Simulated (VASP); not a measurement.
# ZnSe in VASP: further runs, part 2 of 2

VASP 6.6.1. Earlier steps stand in the parts before.

### 5 Single point, PBE

This run uses another cell than the first one, of 121.98 Å³/atom, 2.030 times its volume.

INCAR

```
SYSTEM = ZnSe
  PREC = Accurate
  ENCUT = 520
  EDIFF = 1E-7
  ISMEAR = 0
  SIGMA = 0.02
  LREAL = .FALSE.
  LASPH = .TRUE.
  NELM = 60
  ALGO = Normal
  ISIF = 2
  LWAVE = .FALSE.
  LCHARG = .FALSE.
  LDIPOL = .TRUE.
  IDIPOL = 3
  DIPOL = 0.5 0.5 0.282
  GGA = PE
  NBANDS = 26
```

KPOINTS

```
Automatic mesh
0
G
  12 12 1
  0 0 0
```

POSCAR

```
ZnSe
1.0
    4.0878649226      0.0000003304      0.0000000000
   -2.0439327474      3.5401947050      0.0000000000
    0.0000000000      0.0000000000     33.7145382000
Zn Se
2 2
Direct
    0.3333333333      0.6666666667      0.2029947023
    0.3333333333      0.6666666667      0.3605603993
    0.0000000000      0.0000000000      0.1966714537
    0.0000000000      0.0000000000      0.3668836479
```

Potentials or basis: VASP PAW PBE potentials, release 64 (Zn, Se).

Launch:

```
cat potpaw_PBE.64/Zn/POTCAR potpaw_PBE.64/Se/POTCAR > POTCAR
mpirun -np 1 vasp_std > vasp.out
```

OUTCAR:

```text
SYSTEM = ZnSe
   PREC = Accurate
   ENCUT = 520
   EDIFF = 1E-7
   ISMEAR = 0
   LREAL = .FALSE.
   LASPH = .TRUE.
   NELM = 60
   ISIF = 2
   GGA = PE

 ion  position               nearest neighbor table
   1  0.333  0.667  0.203-   3 2.37   3 2.37   3 2.37
   2  0.333  0.667  0.361-   4 2.37   4 2.37   4 2.37
   3  0.000  0.000  0.197-   1 2.37   1 2.37   1 2.37
   4  0.000  0.000  0.367-   2 2.37   2 2.37   2 2.37

  LATTYP: Found a hexagonal cell.
 ALAT       =     4.0878649226
 C/A-ratio  =     8.2474687492

  Lattice vectors:

 A1 = (   4.0878649226,   0.0000003304,   0.0000000000)
 A2 = (  -2.0439327474,   3.5401947050,   0.0000000000)
 A3 = (   0.0000000000,   0.0000000000,  33.7145382000)

Analysis of symmetry for initial positions (statically):
=====================================================================
 Subroutine PRICEL returns:
 Original cell was already a primitive cell.

 Routine SETGRP: Setting up the symmetry group for a
 hexagonal supercell.

 Subroutine GETGRP returns: Found 12 space group operations
 (whereof  6 operations were pure point group operations)
 out of a pool of 24 trial point group operations.

The static configuration has the point symmetry C_3v.
 The point group associated with its full space group is D_3h.

Analysis of symmetry for dynamics (positions and initial velocities):
=====================================================================
 Subroutine PRICEL returns:
 Original cell was already a primitive cell.

 Routine SETGRP: Setting up the symmetry group for a
 hexagonal supercell.

 Subroutine GETGRP returns: Found 12 space group operations
 (whereof  6 operations were pure point group operations)
 out of a pool of 24 trial point group operations.

The dynamic configuration has the point symmetry C_3v.
 The point group associated with its full space group is D_3h.

 Subroutine INISYM returns: Found 12 space group operations
 (whereof  6 operations are pure point group operations),
 and found     1 'primitive' translations

----------------------------------------------------------------------------------------

                                     Primitive cell

  volume of cell :     487.9113

  direct lattice vectors                    reciprocal lattice vectors
     4.087864923  0.000000330  0.000000000     0.244626467  0.141235183  0.000000000
    -2.043932747  3.540194705  0.000000000    -0.000000023  0.282470326  0.000000000
     0.000000000  0.000000000 33.714538200     0.000000000  0.000000000  0.029660795

  length of vectors
     4.087864923  4.087864923 33.714538200     0.282470326  0.282470326  0.029660795

  position of ions in fractional coordinates (direct lattice)
     0.333333333  0.666666667  0.202994702
     0.333333333  0.666666667  0.360560399
     0.000000000  0.000000000  0.196671454
     0.000000000  0.000000000  0.366883648

  ion indices of the primitive-cell ions
   primitive index   ion index
                 1           1
                 2           2
                 3           3
                 4           4

[... 30 lines left out ...]
  0.166667  0.000000  0.000000      6.000000
  0.250000  0.000000  0.000000      6.000000
  0.333333  0.000000  0.000000      6.000000
  0.416667 -0.000000  0.000000      6.000000
[... 11 lines left out ...]
  0.333333  0.250000  0.000000     12.000000
  0.333333  0.333333  0.000000      2.000000
   k-points           NKPTS =     19   k-points in BZ     NKDIM =     19   number of bands    NBANDS=     26
   number of dos      NEDOS =    301   number of ions     NIONS =      4
   total plane-waves  NPLWV = 226800
   dimension x,y,z NGX =    30 NGY =   30 NGZ =  252
   dimension x,y,z NGXF=    60 NGYF=   60 NGZF=  504
   ions per type =               2   2
   NGX,Y,Z   is equivalent  to a cutoff of  12.20, 12.20, 12.43 a.u.
   NGXF,Y,Z  is equivalent  to a cutoff of  24.40, 24.40, 24.85 a.u.
 SYSTEM =  ZnSe
   PREC   = accura    normal or accurate (medium, high low for compatibility)
   ISTART =      0    job   : 0-new  1-cont  2-samecut
   ICHARG =      2    charge: 1-file 2-atom 10-const
   ISPIN  =      1    spin polarized calculation?
   LNONCOLLINEAR =      F non collinear calculations
   LSORBIT =      F    spin-orbit coupling
   LASPH  =      T    aspherical Exc in radial PAW
   ENCUT  =  520.0 eV  38.22 Ry    6.18 a.u.   7.60  7.60 62.69*2*pi/ulx,y,z
   NELM   =     60;   NELMIN=  2; NELMDL= -5     # of ELM steps
   EDIFF  = 0.1E-06   stopping-criterion for ELM
   LREAL  =      F    real-space projection
   EDIFFG = 0.1E-05   stopping-criterion for IOM
   NSW    =      0    number of steps for IOM
   IBRION =     -1    ionic relax: 0-MD 1-quasi-New 2-CG
   NFREE  =      0    steps in history (QN), initial steepest desc. (CG)
   ISIF   =      2    stress and relaxation
   ISYM   =      2    0-nonsym 1-usesym 2-fastsym
   POTIM  = 0.5000    time-step for ionic-motion
   TEBEG  =    0.0;   TEEND  =   0.0 temperature during run
   PSTRESS=    0.0 pullay stress
   NELECT =      36.0000    total number of electrons
   NUPDOWN=      -1.0000    fix difference up-down
   EMIN   =  10.00;   EMAX   =-10.00  energy-range for DOS
   EFERMI =   0.00;   METHOD = LEGACY
   ISMEAR =     0;   SIGMA  =   0.02  broadening in eV -4-tet -1-fermi 0-gaus
   EFERMI_NEDOS =   21; number of points for ismear=-14 and -15
   IALGO  =     38    algorithm
   IMIX   =      4    mixing-type and parameters
     AMIX     =   0.40;   BMIX     =  1.00
     AMIX_MAG =   1.60;   BMIX_MAG =  1.00
  volume/ion in A,a.u.               =     121.98       823.15
  Fermi-wavevector in a.u.,A,eV,Ry     =   0.686639  1.297560  6.414788  0.471474
  Thomas-Fermi vector in A             =   1.766926
   LORBIT       =      0    0 simple, 1 ext, 2 COOP (PROOUT), +10 PAW based schemes
   GGA     = PE    functional components
   LHFCALC =     F    Hartree Fock is set to
   AEXX    =    0.0000 exact exchange contribution
   IVDW    =     0    specifies the selected vdW correction
   LEPSILON=     F    determine dielectric tensor
   LRPA    =     F    only Hartree local field effects (RPA)
 non-spin polarized calculation
 Gauss-broadening in eV      SIGMA  =   0.02
  energy-cutoff  :      520.00
  volume of cell :      487.91
 maximum number of plane-waves:     13191
   NGX = 15   NGY = 15   NGZ =125

 dipolmoment           0.000000      0.000000     -0.000000 electrons x Angstroem

 number of electron      36.0000018 magnetization

 dipolmoment           0.000000      0.000000      0.000001 electrons x Angstroem

 Free energy of the ion-electron system (eV)
  ---------------------------------------------------
  ext. energy  EPLUGINS =         0.00000000
  ---------------------------------------------------
  free energy    TOTEN  =       -11.09641852 eV

  energy without entropy =      -11.09641852  energy(sigma->0) =      -11.09641852

 E-fermi :  -4.6512     XC(G=0):  -2.2879

 val. band max:       -4.7602403018   @ k =   0.3333   0.3333   0.0000
 cond. band min:      -3.0413581138   @ k =   0.0000   0.0000   0.0000
 fundamental gap:      1.7188821880
 Fermi energy:        -4.6511608625

 k-point     1 :       0.0000    0.0000    0.0000
  band No.  band energies     occupation
      1     -16.9485      2.00000
      2     -16.9453      2.00000
      3     -11.0857      2.00000
      4     -11.0857      2.00000
      5     -11.0856      2.00000
      6     -11.0856      2.00000
[... 540 lines left out ...]
     25       3.1652      0.00000
     26       3.5824      0.00000

------------------------ aborting loop because EDIFF is reached ----------------------------------------

 vacuum level on the upper side and lower side of the slab       (xc-potential included)        -0.006        -0.006

  FORCE on cell =-STRESS in cart. coord.  units (eV):
  Direction    XX          YY          ZZ          XY          YZ          ZX
  --------------------------------------------------------------------------------------
  -------------------------------------------------------------------------------------
  Total        0.2381616      0.2381616      0.0099082      0.0000000      0.0000000      0.0000000
  in kB        0.7820625      0.7820625      0.0325361      0.0000000      0.0000000      0.0000000
  external PRESSURE =       0.5322204 kB  Pullay stress =       0.0000000 kB

 VOLUME and BASIS-vectors are now :
 -----------------------------------------------------------------------------
  energy-cutoff  :      520.00
  volume of cell :      487.91
      direct lattice vectors                 reciprocal lattice vectors
     4.087864923  0.000000330  0.000000000     0.244626467  0.141235183  0.000000000
    -2.043932747  3.540194705  0.000000000    -0.000000023  0.282470326  0.000000000
     0.000000000  0.000000000 33.714538200     0.000000000  0.000000000  0.029660795

 POSITION                                       TOTAL-FORCE (eV/Angst)
 -----------------------------------------------------------------------------------
     -0.00000      2.36013      6.84387        -0.000000      0.000000      0.004133
     -0.00000      2.36013     12.15613         0.000000      0.000000     -0.004133
      0.00000      0.00000      6.63069        -0.000000     -0.000000     -0.006580
      0.00000      0.00000     12.36931         0.000000      0.000000      0.006580
 -----------------------------------------------------------------------------------
    total drift:                               -0.000001      0.000001      0.000025

  FREE ENERGIE OF THE ION-ELECTRON SYSTEM (eV)
  ---------------------------------------------------
  free  energy   TOTEN  =       -11.0964185190 eV

  energy  without entropy=      -11.0964185190  energy(sigma->0) =      -11.09641852

 vacuum level on the upper side and lower side of the slab         1.376         1.376
```

OSZICAR:

```text
N       E                     dE             d eps       ncg     rms          rms(c)
DAV:   1     0.205921547797E+03    0.20592E+03   -0.12892E+04  1012   0.102E+03
DAV:   2     0.146390807505E+02   -0.19128E+03   -0.18635E+03  1270   0.226E+02
DAV:   3    -0.110968029132E+02   -0.25736E+02   -0.25596E+02  1162   0.798E+01
DAV:   4    -0.119844655876E+02   -0.88766E+00   -0.88597E+00  1272   0.151E+01
[... 13 lines left out ...]
DAV:  18    -0.110964144945E+02   -0.50640E-05   -0.92944E-08   930   0.279E-03    0.580E-04
DAV:  19    -0.110964174794E+02   -0.29849E-05   -0.60814E-08   918   0.112E-03    0.330E-04
DAV:  20    -0.110964179984E+02   -0.51897E-06   -0.93607E-09   934   0.145E-03    0.114E-04
DAV:  21    -0.110964184285E+02   -0.43015E-06   -0.51413E-09   804   0.538E-04    0.649E-05
DAV:  22    -0.110964185190E+02   -0.90468E-07    0.12871E-09   896   0.162E-04
   1 F= -.11096419E+02 E0= -.11096419E+02  d E =-.189096E-16
```

stdout:

```text
POSCAR found type information on POSCAR ZnSe
 POSCAR found :  2 types and       4 ions
 scaLAPACK will be used
 LDA part: xc-table for (Slater+PW92), standard interpolation
 POSCAR, INCAR and KPOINTS ok, starting setup
 FFT: planning ... GRIDC
 FFT: planning ... GRID_SOFT
 FFT: planning ... GRID
 WAVECAR not read
 entering main loop
```

Wall time 17 min (1 thread of AMD EPYC 7R13, shared host); peak memory 0.58 GiB.

Results:

```yaml
Free_energy: -11.0964 eV
Largest_force: 0.007 eV/Å
Band_gap_on_the_k_mesh: 1.72 eV, indirect (least direct gap 1.76 eV)
```

Forces in eV/Å, atoms in the order of the input:
```
Zn   0.000  0.000  0.004
Zn   0.000  0.000 -0.004
Se   0.000  0.000 -0.007
Se   0.000  0.000  0.007
```

### 6 Single point, PBE

This run uses another cell than the first one, of 127.75 Å³/atom, 2.126 times its volume.

INCAR

```
  PREC = Accurate
  ENCUT = 520
  EDIFF = 1E-6
  ISMEAR = 0
  SIGMA = 0.02
  LREAL = F
  LASPH = T
  NELM = 80
  ALGO = Normal
  ISIF = 2
  LWAVE = F
  LCHARG = T
  LDIPOL = T
  IDIPOL = 3
  DIPOL = 0.5 0.5 0.269
  GGA = PE
  LELF = T
  LVHAR = T
  LVACPOTAV = T
  NBANDS = 26
```

KPOINTS

```
Automatic mesh
0
Gamma
  12 12 1
```

POSCAR

```
ZnSe
1.0
    4.0897241618      0.0000003305      0.0000000000
   -2.0448623671      3.5418048533      0.0000000000
    0.0000000000      0.0000000000     35.2772510469
Zn Se
2 2
Direct
    0.3333333333      0.6666666667      0.1911033906
    0.3333333333      0.6666666667      0.3474873282
    0.0000000000      0.0000000000      0.1851412306
    0.0000000000      0.0000000000      0.3534494883
```

Potentials or basis: VASP PAW PBE potentials, release 64 (Zn, Se).

Launch:

```
cat potpaw_PBE.64/Zn/POTCAR potpaw_PBE.64/Se/POTCAR > POTCAR
mpirun -np 1 vasp_std > vasp.out
```

Wall time 16 min (1 thread of AMD EPYC 7R13, shared host); peak memory 0.61 GiB.

The run converged. Its results:

```
Free energy            : -11.0968 eV
Largest force          : 0.007 eV/Å
Band gap on the k mesh : 1.73 eV, indirect (least direct gap 1.76 eV)
```

Forces in eV/Å, atoms in the order of the input:
```
Zn   0.000  0.000  0.007
Zn   0.000  0.000 -0.007
Se   0.000  0.000 -0.006
Se   0.000  0.000  0.006
```

Levels at points of the mesh, in eV from the valence-band top:
| k point | band 14 | band 15 | band 16 | band 17 | band 18 | band 19 | band 20 | band 21 | band 22 | band 23 |
| --- | --- | --- | --- | --- | --- | --- | --- | --- | --- | --- |
| (0.00, 0.00, 0.00) | -1.36 | -0.03 | -0.03 | -0.03 | -0.03 | 1.73 | 1.83 | 5.00 | 5.70 | 5.77 |
| (0.50, 0.00, 0.00) | -4.21 | -1.39 | -1.39 | -0.25 | -0.18 | 3.43 | 3.54 | 4.15 | 4.59 | 7.39 |

### 7 Overview

```tsv
cell	k mesh	smearing	gap on the mesh (eV)	largest force (eV/Å)
a = 3.822, b = 3.822, c = 19.000 Å, angles 90.0, 90.0, 120.0°, 4 atoms	6 × 6 × 1	gaussian 0.1 eV	none	1.34
a = 4.088, b = 4.088, c = 33.715 Å, angles 90.0, 90.0, 120.0°, 4 atoms	6 × 6 × 1	gaussian 0.1 eV	1.72	0.01
a = 4.088, b = 4.088, c = 33.715 Å, angles 90.0, 90.0, 120.0°, 4 atoms	12 × 12 × 1	gaussian 0.02 eV	1.72	0.01
a = 4.090, b = 4.090, c = 35.277 Å, angles 90.0, 90.0, 120.0°, 4 atoms	12 × 12 × 1	gaussian 0.02 eV	1.73	0.01
```

Alike in all rows: task single point; level PBE; potentials or basis VASP PAW PBE potentials, release 64 (Zn, Se); no spin polarisation; cutoff (eV) 520.

Total energies depend on the potentials used, so only differences within one code and one set of settings carry meaning.
